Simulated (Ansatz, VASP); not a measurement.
# Two plane-wave programs on Pt

```xyz
2
Lattice="2.7607 0.0000 0.0000 -1.3803 2.3908 0.0000 0.0000 0.0000 4.7921" Properties=species:S:1:pos:R:3 pbc="T T T"
Pt    1.3803    0.7969    3.5941
Pt    0.0000    1.5939    1.1980
```

Alike in both runs: task single point; functional PBE; k mesh 12 × 12 × 6; occupations fermi-dirac, width 0.03 eV; collinear spin.

|  | VASP | Ansatz |
| --- | --- | --- |
| version | VASP 6.6.1 | Ansatz 0.2.0 |
| potentials or method | VASP PAW PBE potentials, release 64 (Pt) | PAW with Ansatz's default frozen-core files, scalar-relativistic |
| plane-wave cutoff (eV) | 520 | 420 |
| valence electrons in the cell | 20 | 36 |

Ansatz gave:

```
pressure (GPa)                                                : -0.8
traceless stress, the component that is largest in VASP (GPa) : -0.09
net moment per atom (μB)                                      : 0.00
```

Q: Which values does VASP return?

A: Pressure (GPa): -1.3; traceless stress, the component that is largest in VASP (GPa): -0.22; net moment per atom (μB): 0.00.

VASP's potentials hold 20 valence electrons a cell and Ansatz's 36, so a difference there can come from the potentials and not from the codes. Ansatz's warnings: seeded moment not kept.

Neither program's run includes spin-orbit coupling.
